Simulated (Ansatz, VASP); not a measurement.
## One calculation of BAs, two programs

Contents of POSCAR:

```
BAs
1.0
    0.0000000000      2.3562190158      2.3562190158
    2.3562190158      0.0000000000      2.3562190158
    2.3562190158      2.3562190158      0.0000000000
As B
1 1
Direct
    0.7500000000      0.7500000000      0.7500000000
    0.0000000000      0.0000000000      0.0000000000
```

Contents of INCAR.step1:

```
SYSTEM = BAs
PREC = Accurate
ENCUT = 420
EDIFF = 1E-5
ISMEAR = -1
SIGMA = 0.05
LREAL = .FALSE.
LASPH = .TRUE.
NELM = 120
ALGO = Normal
ISIF = 2
LWAVE = .TRUE.
LCHARG = .FALSE.
NBANDS = 11
GGA = PE
GGA_COMPAT = .FALSE.
```

INCAR.step2

```
SYSTEM = BAs
PREC = Accurate
ENCUT = 420
EDIFF = 1E-6
ISMEAR = -1
SIGMA = 0.05
LREAL = .FALSE.
LASPH = .TRUE.
NELM = 120
ALGO = Normal
ISIF = 2
LWAVE = .FALSE.
LCHARG = .FALSE.
GGA = PE
LHFCALC = .TRUE.
AEXX = 0.25
HFSCREEN = 0.3
PRECFOCK = Normal
NBANDS = 11
ISTART = 1
GGA_COMPAT = .FALSE.
```

File KPOINTS:

```
regular mesh
0
G
  5 5 5
  0 0 0
```

Contents of input.yaml:

```yaml
crystal:
  lattice:
    - [0.0, 2.3562190158, 2.3562190158]
    - [2.3562190158, 0.0, 2.3562190158]
    - [2.3562190158, 2.3562190158, 0.0]
  atoms:
    - { symbol: As, position: [0.75, 0.75, 0.75] }
    - { symbol: B, position: [0.0, 0.0, 0.0] }
hamiltonian:
  xc: { exchange: pbe, correlation: pbe, exx: { coeff: 0.25, omega: 0.3 } }
  pseudopotentials: { kind: paw }
kpoints:
  mp_grid: { grid: [5, 5, 5] }
scf:
  occupations: { method: fermi_dirac, width: 0.05 }
output:
  forces: true
  stress: true
  eigenvalues: true
```

Alike in both runs: task single point; functional PBE-based screened hybrid with a share of 0.25 of exact exchange and HFSCREEN = 0.3; k mesh 5 × 5 × 5; occupations fermi-dirac, width 0.05 eV; no spin polarisation.

```csv
,VASP,Ansatz
version,VASP 6.6.1,Ansatz 0.2.0
potentials or method,"VASP PAW PBE potentials, release 64 (As, B)",Ansatz PAW
plane-wave cutoff (eV),420,420
valence electrons in the cell,8,18
```

|  | VASP | Ansatz | Ansatz less VASP |
| --- | --- | --- | --- |
| gap on the k mesh at the Fermi level (eV) | 1.63 | 1.63 | -0.006 |
| least direct gap on the mesh (eV) | 3.99 | 4.00 | +0.005 |

VASP's potentials were made for PBE, not for PBE-based screened hybrid. With one functional, cell and mesh, what is left measures potentials, basis and numerics. VASP's potentials hold 8 valence electrons a cell and Ansatz's 18, so a difference there can come from the potentials and not from the codes.

The k mesh is coarse, so the values compare programs but aren't converged. Noted on Ansatz's run: odd divisions of the mesh miss points on the zone boundary, where band edges often lie, so the gap on the mesh can be too wide.
